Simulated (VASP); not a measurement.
Write the native input for VASP 6.6.1 that does the following.

- Task: single point
- Functional: LDA
- Potentials or basis: VASP PAW LDA potentials, release 64 (Pt, Se)
- Cutoff: 520 eV
- k mesh: 9 × 9 × 6
- Occupations: gaussian, width 0.2 eV
- Spin: no spin polarisation
- Dipole correction: no
- Further INCAR settings: ALGO = Normal; EDIFF = 1e-07; NBANDS = 18

The structure of PtSe2 (Sudovikovite) lies in POSCAR:

```
PtSe2
1.0
    3.7240000000      0.0000000000      0.0000000000
   -1.8620000000      3.2250790000      0.0000000000
    0.0000000000      0.0000000000      5.0620000000
Pt Se
1 2
Direct
    0.0000000000      0.0000000000      0.0000000000
    0.3333333333      0.6666666667      0.2500000000
    0.6666666667      0.3333333333      0.7500000000
```

These files were run (other wordings do the same):

INCAR

```
PREC = Accurate
ENCUT = 520
EDIFF = 1E-7
ISMEAR = 0
SIGMA = 0.2
LREAL = F
LASPH = T
NELM = 60
ALGO = Normal
ISIF = 2
LWAVE = F
LCHARG = F
NBANDS = 18
```

KPOINTS

```
Automatic mesh
0
Gamma
  9 9 6
```

Potentials or basis: VASP PAW LDA potentials, release 64 (Pt, Se).

Launch:

```console
$ cat potpaw_LDA.64/Pt/POTCAR potpaw_LDA.64/Se/POTCAR > POTCAR
$ mpirun -np 1 vasp_std > vasp.out
```

It gave:

```json
{"Pressure": "-0.1 GPa", "Largest force": "0.219 eV/Å", "Band gap on the k mesh": "zero (band 11 reaches 6.91 eV, above the bottom of band 12 at 6.48 eV)"}
```

Caveat: spin-orbit coupling is left out, which moves the levels of the heavy elements.

Wall time 76 s on 1 thread of AMD EPYC 7R43 64-Core Processor (Zen 3), on a shared host, peak memory 0.16 GiB.
